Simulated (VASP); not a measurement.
Crystal: SnTe.

```
Sn Te
1.0
     2.41404   -4.12762    0.00000
     2.41404    4.12762    0.00000
     0.00000    0.00000    7.80998
Sn Te
2 2
Direct
  0.84847 0.15153 0.99983
  0.15153 0.84847 0.49983
  0.18219 0.81781 0.87517
  0.81781 0.18219 0.37517
```

The cell was generated, and may not be a known phase.

* Program: VASP 6.6.1
* Task: relaxation of cell and atoms
* Functional: PBE
* Potentials or basis: VASP PAW PBE potentials, release 64 (Sn_d, Te)
* Cutoff: 600 eV
* k mesh: 4 × 4 × 2
* Occupations: gaussian, width 0.1 eV
* Spin: no spin polarisation

At the start: pressure 6.1 GPa; volume 38.91 Å³/atom.

How do energy, volume and symmetry change on relaxing?

Over 39 steps the energy falls by 185.6 meV/atom and the volume is 43.87 Å³/atom (+12.7 %); space group Cmc2_1 (No. 36, to 0.1 Å) before and after.

Step by step:
| step | energy change (eV) | largest force (eV/Å) | pressure (GPa) | volume (Å³) |
| --- | --- | --- | --- | --- |
| 1 | 0.0000 | 0.1944 | 6.12 | 155.64 |
| 2 | -0.4657 | 0.0729 | -0.88 | 191.56 |
| 3 | -0.4848 | 0.0733 | 0.02 | 184.45 |
| 4 | -0.4847 | 0.0722 | -0.06 | 185.06 |
| 5 | -0.4865 | 0.0562 | -0.06 | 185.04 |
| 6 | -0.4896 | 0.0805 | -0.02 | 184.95 |
| 7 | -0.4898 | 0.1084 | 0.00 | 184.91 |
| 8 | -0.4917 | 0.1097 | 0.01 | 184.88 |
| 9 | -0.4973 | 0.1208 | 0.04 | 184.76 |
| 10 | -0.5088 | 0.1600 | 0.09 | 184.43 |
| 11 | -0.5312 | 0.2725 | 0.22 | 183.37 |
| 12 | -0.5208 | 0.5023 | 0.76 | 179.68 |
| 13 | -0.5381 | 0.3850 | 0.41 | 182.16 |
| 14 | -0.5366 | 0.4473 | 0.56 | 181.10 |
| 15 | -0.5373 | 0.4460 | 0.54 | 181.16 |
| 16 | -0.5391 | 0.4417 | 0.51 | 181.33 |
| 17 | -0.5416 | 0.4321 | 0.43 | 181.66 |
| 18 | -0.5413 | 0.4083 | 0.28 | 182.25 |
| 19 | -0.5422 | 0.4214 | 0.35 | 181.97 |
| 20 | -0.5452 | 0.4103 | 0.30 | 182.14 |
| 21 | -0.5534 | 0.3804 | 0.17 | 182.66 |
| 22 | -0.5659 | 0.3288 | -0.07 | 183.71 |
| 23 | -0.5770 | 0.2632 | -0.52 | 185.80 |
| 24 | -0.5870 | 0.2524 | -0.47 | 184.86 |
| 25 | -0.6133 | 0.2151 | -0.27 | 182.07 |
| 26 | -0.6457 | 0.1203 | 0.15 | 176.52 |
| 27 | -0.6037 | 0.1710 | 1.24 | 165.63 |
| 28 | -0.6497 | 0.0857 | 0.37 | 174.12 |
| 29 | -0.6662 | 0.0647 | 0.01 | 174.90 |
| 30 | -0.6682 | 0.1338 | -0.17 | 175.28 |
| 31 | -0.6800 | 0.1481 | -0.10 | 174.15 |
| 32 | -0.7014 | 0.2173 | 0.14 | 170.59 |
| 33 | -0.7162 | 0.1527 | 0.07 | 170.83 |
| 34 | -0.7194 | 0.1224 | 0.06 | 170.96 |
| 35 | -0.7283 | 0.0916 | 0.06 | 171.66 |
| 36 | -0.7386 | 0.0290 | 0.20 | 173.28 |
| 37 | -0.7398 | 0.1042 | -0.25 | 176.27 |
| 38 | -0.7406 | 0.0701 | -0.08 | 175.09 |
| 39 | -0.7424 | 0.0298 | -0.02 | 175.47 |

Final structure:
```cif
data_structure
_symmetry_space_group_name_H-M 'P 1'
_symmetry_Int_Tables_number 1
_cell_length_a 6.1776
_cell_length_b 6.1776
_cell_length_c 6.9573
_cell_angle_alpha 90.000
_cell_angle_beta 90.000
_cell_angle_gamma 138.633
_cell_volume 175.47
loop_
_atom_site_label
_atom_site_type_symbol
_atom_site_fract_x
_atom_site_fract_y
_atom_site_fract_z
_atom_site_occupancy
Sn1 Sn 0.84373 0.15627 0.97007 1
Sn2 Sn 0.15627 0.84373 0.47007 1
Te1 Te 0.17441 0.82559 0.90493 1
Te2 Te 0.82559 0.17441 0.40493 1
```

Caveat: a cell axis changed by over 15 % at a fixed basis, so the end point is rough.
